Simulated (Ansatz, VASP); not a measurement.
Ni: VASP beside Ansatz

```
Ni
1.0
     2.44802    0.00000    0.00000
    -1.22401    2.12005    0.00000
     0.00000    0.00000    4.07281
Ni
2
Direct
  0.33333 0.66667 0.25000
  0.66667 0.33333 0.75000
```

Alike in both runs: task single point; functional r2SCAN; k mesh 15 × 15 × 8; occupations fermi-dirac, width 0.1 eV; collinear spin.

|  | VASP | Ansatz |
| --- | --- | --- |
| version | VASP 6.6.1 | Ansatz 0.2.0 |
| potentials or method | VASP PAW PBE potentials, release 64 (Ni) | plane waves, PAW |
| plane-wave cutoff (eV) | 520 | 500 |
| valence electrons in the cell | 20 | 36 |

Ansatz gave:

- pressure (GPa): -0.8
- traceless stress, the component that is largest in VASP (GPa): -1.06
- net moment per atom (μB): 0.69
- size of the moment on the site where the two differ most (μB): 0.76

Question: Estimate VASP's values.

Answer: Pressure (GPa): -0.3; traceless stress, the component that is largest in VASP (GPa): -1.11; net moment per atom (μB): 0.68; size of the moment on the site where the two differ most (μB): 0.70.

VASP's potentials were made for PBE, not for r2SCAN. Site moments also hang on the region over which each program counts them. VASP's potentials hold 20 valence electrons a cell and Ansatz's 36, so a difference there can come from the potentials and not from the codes. Ansatz's warnings: stability check not made.
